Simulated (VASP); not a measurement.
# Se (Fd-3m) in VASP: a series of runs, part 2 of 2

VASP 6.6.1. Earlier steps stand in the parts before.

## 4. Single point, BLYP (volume scaled by 0.92)

Contents of INCAR:

```
  PREC = Accurate
  ENCUT = 520
  EDIFF = 1E-7
  ISMEAR = -1
  SIGMA = 0.1
  LREAL = False
  LASPH = True
  NELM = 80
  ALGO = Normal
  ISIF = 2
  LWAVE = False
  LCHARG = False
  GGA = B5
  ALDAX = 1.0
  AGGAX = 1.0
  AGGAC = 1.0
  ALDAC = 0.0
  NBANDS = 13
```

Contents of KPOINTS:

```
Automatic mesh
0
Gamma
  10 10 10
```

Contents of POSCAR:

```
Se
1.0
    0.0000000000      3.1574794784      3.1574794784
    3.1574794784      0.0000000000      3.1574794784
    3.1574794784      3.1574794784      0.0000000000
Se
2
Direct
    0.1250000000      0.1250000000      0.1250000000
    0.8750000000      0.8750000000      0.8750000000
```

Potentials or basis: VASP PAW PBE potentials, release 64 (Se).

Started as:

```sh
cat potpaw_PBE.64/Se/POTCAR > POTCAR
mpirun -np 1 vasp_std > vasp.out
```

OUTCAR:

```text
PREC = Accurate
   ENCUT = 520
   EDIFF = 1E-7
   ISMEAR = -1
   LREAL = False
   LASPH = True
   NELM = 80
   ISIF = 2
   GGA = B5

 ion  position               nearest neighbor table
   1  0.125  0.125  0.125-   2 2.73   2 2.73   2 2.73   2 2.73
   2  0.875  0.875  0.875-   1 2.73   1 2.73   1 2.73   1 2.73

  LATTYP: Found a face centered cubic cell.
 ALAT       =     6.3149589568

  Lattice vectors:

 A1 = (   0.0000000000,   3.1574794784,   3.1574794784)
 A2 = (   3.1574794784,   0.0000000000,   3.1574794784)
 A3 = (   3.1574794784,   3.1574794784,   0.0000000000)

Analysis of symmetry for initial positions (statically):
=====================================================================
 Subroutine PRICEL returns:
 Original cell was already a primitive cell.

 Routine SETGRP: Setting up the symmetry group for a
 face centered cubic supercell.

 Subroutine GETGRP returns: Found 48 space group operations
 (whereof 12 operations were pure point group operations)
 out of a pool of 48 trial point group operations.

The static configuration has the point symmetry D_3d.
 The point group associated with its full space group is O_h .

Analysis of symmetry for dynamics (positions and initial velocities):
=====================================================================
 Subroutine PRICEL returns:
 Original cell was already a primitive cell.

 Routine SETGRP: Setting up the symmetry group for a
 face centered cubic supercell.

 Subroutine GETGRP returns: Found 48 space group operations
 (whereof 12 operations were pure point group operations)
 out of a pool of 48 trial point group operations.

The dynamic configuration has the point symmetry D_3d.
 The point group associated with its full space group is O_h .

 Subroutine INISYM returns: Found 48 space group operations
 (whereof 12 operations are pure point group operations),
[... 116 lines left out ...]
     AMIX_MAG =   1.60;   BMIX_MAG =  1.00
  volume/ion in A,a.u.               =      31.48       212.43
  Fermi-wavevector in a.u.,A,eV,Ry     =   0.942146  1.780397 12.077054  0.887638
  Thomas-Fermi vector in A             =   2.069726
   LORBIT       =      0    0 simple, 1 ext, 2 COOP (PROOUT), +10 PAW based schemes
   GGA     = B5    functional components
   LHFCALC =     F    Hartree Fock is set to
   AEXX    =    0.0000 exact exchange contribution
   IVDW    =     0    specifies the selected vdW correction
   LEPSILON=     F    determine dielectric tensor
   LRPA    =     F    only Hartree local field effects (RPA)
 non-spin polarized calculation
  energy-cutoff  :      520.00
  volume of cell :       62.96
 maximum number of plane-waves:      1719
 NGX is ok and might be reduce to    36
   NGX = 17   NGY = 17   NGZ = 17

 number of electron      11.9999999 magnetization

 Free energy of the ion-electron system (eV)
  ---------------------------------------------------
  ext. energy  EPLUGINS =         0.00000000
  ---------------------------------------------------
  free energy    TOTEN  =        -5.10256314 eV

  energy without entropy =       -5.04629058  energy(sigma->0) =       -5.07442686

 E-fermi :   2.4396     XC(G=0):  -7.6903

 val. band max:        2.4338207544   @ k =  -0.4000   0.2000   0.1000
 cond. band min:       2.4589161135   @ k =   0.3000   0.0000   0.0000
 fundamental gap:      0.0250953592
 Fermi energy:         2.4396402617

 k-point     1 :       0.0000    0.0000    0.0000
  band No.  band energies     occupation
      1     -12.8403      2.00000
      2      -7.8626      2.00000
      3      -0.9199      2.00000
      4      -0.9199      2.00000
      5      -0.9199      2.00000
      6       1.6941      1.99884
      7       1.6941      1.99884
      8       1.6941      1.99884
      9       6.9988      0.00000
     10      10.2229      0.00000
     11      10.2229      0.00000
     12      12.1093      0.00000
     13      12.1093      0.00000
[... 354 lines left out ...]
  band No.  band energies     occupation
      1     -11.7963      2.00000
      2      -9.7521      2.00000
      3      -2.2690      2.00000
      4      -2.1362      2.00000
      5       0.3055      2.00000
      6       0.9357      2.00000
      7       3.8924      0.00000
      8       3.9308      0.00000
      9       7.9784      0.00000
     10       9.7079      0.00000
     11      11.7841      0.00000
     12      13.0207      0.00000
     13      13.1597      0.00000

 [... further k-points ...]
[... 5 lines left out ...]
  --------------------------------------------------------------------------------------
  -------------------------------------------------------------------------------------
  Total        1.3296054      1.3296054      1.3296054      0.0000000     -0.0000000     -0.0000000
  in kB       33.8362128     33.8362128     33.8362128      0.0000000     -0.0000000     -0.0000000
  external PRESSURE =      33.8362128 kB  Pullay stress =       0.0000000 kB

 VOLUME and BASIS-vectors are now :
 -----------------------------------------------------------------------------
  energy-cutoff  :      520.00
  volume of cell :       62.96
      direct lattice vectors                 reciprocal lattice vectors
     0.000000000  3.157479478  3.157479478    -0.158354157  0.158354157  0.158354157
     3.157479478  0.000000000  3.157479478     0.158354157 -0.158354157  0.158354157
     3.157479478  3.157479478  0.000000000     0.158354157  0.158354157 -0.158354157

 POSITION                                       TOTAL-FORCE (eV/Angst)
 -----------------------------------------------------------------------------------
      0.78937      0.78937      0.78937        -0.000000     -0.000000     -0.000000
      5.52559      5.52559      5.52559         0.000000      0.000000      0.000000
 -----------------------------------------------------------------------------------
    total drift:                               -0.000000     -0.000000     -0.000000

  FREE ENERGIE OF THE ION-ELECTRON SYSTEM (eV)
  ---------------------------------------------------
  free  energy   TOTEN  =        -5.1025631352 eV

  energy  without entropy=       -5.0462905786  energy(sigma->0) =       -5.07442686
```

Run time: 29 s. Hardware: 1 thread of Intel Xeon 6975P-C (Granite Rapids), shared host; peak memory 0.21 GiB.

Results:

```
Free energy            : -5.1026 eV
Pressure               : 3.4 GPa
Band gap on the k mesh : zero (band 6 reaches 2.75 eV, above the bottom of band 7 at 1.69 eV)
```

Caveat: the PAW data sets were made with another functional, which shifts forces and pressure a little.

## 5. Summary

| cell | k mesh | gap on the mesh (eV) | pressure (GPa) |
| --- | --- | --- | --- |
| a = 4.591 Å, angles 60.0°, 2 atoms | 9 × 9 × 9 | none | 0.1 |
| a = 4.400 Å, angles 60.0°, 2 atoms | 10 × 10 × 10 | none | 5.6 |
| a = 4.465 Å, angles 60.0°, 2 atoms | 10 × 10 × 10 | none | 3.4 |

Alike in all rows: task single point; level BLYP; potentials or basis VASP PAW PBE potentials, release 64 (Se); no spin polarisation; cutoff (eV) 520; smearing fermi-dirac 0.1 eV.

Caveats: the PAW data sets were made with another functional, which shifts forces and pressure a little.

Total energies depend on the potentials used, so only differences within one code and one set of settings carry meaning.
